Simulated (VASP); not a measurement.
# SiC (F-43m) in VASP: a series of runs, part 2 of 2

VASP 6.6.1. Earlier steps stand in the parts before.

## (3) Single point, LDA

This run uses another cell than the first one: it holds 8 atoms, not 2.

INCAR

```
PREC     = Accurate       # precision mode
ENCUT    = 520            # plane-wave cutoff, eV
EDIFF    = 1E-7           # SCF threshold, eV
ISMEAR   = 0              # smearing method
SIGMA    = 0.05           # smearing width, eV
LREAL    = F              # projectors in reciprocal space
LASPH    = T              # aspherical terms in the spheres
NELM     = 100            # most SCF steps
ALGO     = Normal         # electronic algorithm
ISIF     = 2              # what is computed and relaxed
LWAVE    = F              # write WAVECAR
LCHARG   = F              # write CHGCAR
GGA      = CA             # functional
NBANDS   = 26             # bands
```

KPOINTS

```
regular mesh
0
Gamma
  8 8 8
```

POSCAR

```
SiC
1.0
    4.3480000000      0.0000000000      0.0000000000
    0.0000000000     -4.3480000000      0.0000000000
    0.0000000000      0.0000000000     -4.3480000000
Si C
4 4
Direct
    0.0000000000      0.5000000000      0.5000000000
    0.5000000000      0.0000000000      0.5000000000
    0.5000000000      0.5000000000      0.0000000000
    0.0000000000      0.0000000000      0.0000000000
    0.7500000000      0.7500000000      0.7500000000
    0.2500000000      0.2500000000      0.7500000000
    0.2500000000      0.7500000000      0.2500000000
    0.7500000000      0.2500000000      0.2500000000
```

Potentials or basis: VASP PAW LDA potentials, release 64 (Si, C).

Run with:

```sh
cat potpaw_LDA.64/Si/POTCAR potpaw_LDA.64/C/POTCAR > POTCAR
mpirun -np 1 vasp_std > vasp.out
```

OUTCAR:

```text
PREC = Accurate
   ENCUT = 520
   EDIFF = 1E-7
   ISMEAR = 0
   LREAL = F
   LASPH = T
   NELM = 100
   ISIF = 2
   GGA = CA

 ion  position               nearest neighbor table
   1  0.000  0.500  0.500-   5 1.88   6 1.88   7 1.88   8 1.88   3 3.07   4 3.07   2 3.07   3 3.07
                             4 3.07   2 3.07   4 3.07   4 3.07   2 3.07   3 3.07   3 3.07   2 3.07
   2  0.500  0.000  0.500-   5 1.88   6 1.88   7 1.88   8 1.88   3 3.07   4 3.07   1 3.07   3 3.07
                             4 3.07   1 3.07   3 3.07   3 3.07   1 3.07   4 3.07   4 3.07   1 3.07
   3  0.500  0.500  0.000-   5 1.88   6 1.88   7 1.88   8 1.88   2 3.07   4 3.07   1 3.07   1 3.07
                             2 3.07   2 3.07   4 3.07   2 3.07   1 3.07   4 3.07   1 3.07   4 3.07
   4  0.000  0.000  0.000-   5 1.88   6 1.88   7 1.88   8 1.88   2 3.07   3 3.07   1 3.07   1 3.07
                             2 3.07   1 3.07   3 3.07   1 3.07   2 3.07   3 3.07   2 3.07   3 3.07
   5  0.750  0.750  0.750-   1 1.88   2 1.88   3 1.88   4 1.88
   6  0.250  0.250  0.750-   1 1.88   2 1.88   3 1.88   4 1.88
   7  0.250  0.750  0.250-   1 1.88   2 1.88   3 1.88   4 1.88
   8  0.750  0.250  0.250-   1 1.88   2 1.88   3 1.88   4 1.88

  LATTYP: Found a simple cubic cell.
 ALAT       =     4.3480000000

  Lattice vectors:

 A1 = (   4.3480000000,   0.0000000000,   0.0000000000)
 A2 = (   0.0000000000,  -4.3480000000,   0.0000000000)
 A3 = (   0.0000000000,   0.0000000000,  -4.3480000000)

Analysis of symmetry for initial positions (statically):
=====================================================================
 Subroutine PRICEL returns following result:

  LATTYP: Found a face centered cubic cell.
 ALAT       =     4.3480000000

  Lattice vectors:

 A1 = (   2.1740000000,   2.1740000000,   0.0000000000)
 A2 = (   2.1740000000,   0.0000000000,  -2.1740000000)
 A3 = (   0.0000000000,   2.1740000000,  -2.1740000000)

   4 primitive cells build up your supercell.

 Routine SETGRP: Setting up the symmetry group for a
 simple cubic supercell.

 Subroutine GETGRP returns: Found 24 space group operations
[... 152 lines left out ...]
   GGA     = CA    functional components
   LHFCALC =     F    Hartree Fock is set to
   AEXX    =    0.0000 exact exchange contribution
   IVDW    =     0    specifies the selected vdW correction
   LEPSILON=     F    determine dielectric tensor
   LRPA    =     F    only Hartree local field effects (RPA)
 non-spin polarized calculation
 Gauss-broadening in eV      SIGMA  =   0.05
  energy-cutoff  :      520.00
  volume of cell :       82.20
 maximum number of plane-waves:      2272
   NGX = 17   NGY = 17   NGZ = 17

 number of electron      32.0000009 magnetization

 Free energy of the ion-electron system (eV)
  ---------------------------------------------------
  ext. energy  EPLUGINS =         0.00000000
  ---------------------------------------------------
  free energy    TOTEN  =       -66.56389832 eV

  energy without entropy =      -66.56389832  energy(sigma->0) =      -66.56389832

 E-fermi :   8.3924     XC(G=0): -11.5859

 val. band max:        8.1401776898   @ k =   0.0000   0.0000   0.0000
 cond. band min:       9.4390812589   @ k =   0.0000   0.0000   0.0000
 fundamental gap:      1.2989035691
 Fermi energy:         8.3923514985

 k-point     1 :       0.0000    0.0000    0.0000
  band No.  band energies     occupation
      1      -7.2294      2.00000
      2      -2.0952      2.00000
      3      -2.0952      2.00000
      4      -2.0952      2.00000
      5       0.3064      2.00000
      6       0.3064      2.00000
[... 685 lines left out ...]
     25      16.9962      0.00000
     26      16.9962      0.00000

 [... further k-points ...]

------------------------ aborting loop because EDIFF is reached ----------------------------------------

  FORCE on cell =-STRESS in cart. coord.  units (eV):
  Direction    XX          YY          ZZ          XY          YZ          ZX
  --------------------------------------------------------------------------------------
  -------------------------------------------------------------------------------------
  Total       -1.3072232     -1.3072232     -1.3072232     -0.0000000     -0.0000000     -0.0000000
  in kB      -25.4795491    -25.4795491    -25.4795491     -0.0000000     -0.0000000     -0.0000000
  external PRESSURE =     -25.4795491 kB  Pullay stress =       0.0000000 kB

 VOLUME and BASIS-vectors are now :
 -----------------------------------------------------------------------------
  energy-cutoff  :      520.00
  volume of cell :       82.20
      direct lattice vectors                 reciprocal lattice vectors
     4.348000000  0.000000000  0.000000000     0.229990800  0.000000000  0.000000000
     0.000000000 -4.348000000  0.000000000     0.000000000 -0.229990800  0.000000000
     0.000000000  0.000000000 -4.348000000     0.000000000  0.000000000 -0.229990800

 POSITION                                       TOTAL-FORCE (eV/Angst)
 -----------------------------------------------------------------------------------
      0.00000     -2.17400     -2.17400        -0.000000      0.000000     -0.000000
      2.17400      0.00000     -2.17400        -0.000000     -0.000000     -0.000000
      2.17400     -2.17400      0.00000        -0.000000     -0.000000     -0.000000
      0.00000      0.00000      0.00000        -0.000000     -0.000000     -0.000000
      3.26100     -3.26100     -3.26100         0.000000     -0.000000      0.000000
      1.08700     -1.08700     -3.26100         0.000000     -0.000000     -0.000000
      1.08700     -3.26100     -1.08700         0.000000      0.000000     -0.000000
      3.26100     -1.08700     -1.08700        -0.000000      0.000000      0.000000
 -----------------------------------------------------------------------------------
    total drift:                                0.000000     -0.000000      0.000000

  FREE ENERGIE OF THE ION-ELECTRON SYSTEM (eV)
  ---------------------------------------------------
  free  energy   TOTEN  =       -66.5638983213 eV

  energy  without entropy=      -66.5638983213  energy(sigma->0) =      -66.56389832
```

stdout:

```text
POSCAR found type information on POSCAR SiC
 POSCAR found :  2 types and       8 ions
 scaLAPACK will be used
 LDA part: xc-table for (Slater(with rela. corr.)+CA(PZ))
 , standard interpolation
 POSCAR, INCAR and KPOINTS ok, starting setup
 FFT: planning ... GRIDC
 FFT: planning ... GRID_SOFT
 FFT: planning ... GRID
 WAVECAR not read
 entering main loop
```

It took 79 s on 1 thread of AMD EPYC 7R13, shared host; peak memory 0.15 GiB.

Results:

* Free energy: -66.5639 eV
* Pressure: -2.5 GPa
* Band gap on the k mesh: 1.30 eV

Levels at points of the mesh, in eV from the valence-band top:
```tsv
k point	band 13	band 14	band 15	band 16	band 17	band 18	band 19	band 20
(0.00, 0.00, 0.00)	-3.21	0.00	0.00	0.00	1.30	1.30	1.30	4.21
(0.50, 0.00, 0.00)	-1.95	-1.95	-1.95	-1.95	3.99	3.99	5.14	5.14
(0.50, 0.50, 0.00)	-1.19	-1.19	-1.19	-1.19	5.46	5.46	5.46	5.46
(0.50, 0.50, 0.50)	-1.06	-1.06	-1.06	-1.06	5.45	5.45	5.45	5.45
```

A k mesh can miss the band edges. Expect the measured gap to be larger: semilocal functionals such as LDA lack the derivative discontinuity.

## (4) Against experiment

Step 2. A measured gap of SiC is 2.4 eV (indirect; quoted in “Insight into the structural, elastic and electronic properties of a new orthorhombic 6O-SiC polytype”, 2020, pmc:7200658); the calculated 1.30 eV misses it by -1.10 eV. The value is that of LDA on a finite k mesh, which can miss the band edges, without temperature or zero-point motion. Semilocal functionals fall short of measured gaps as a rule.
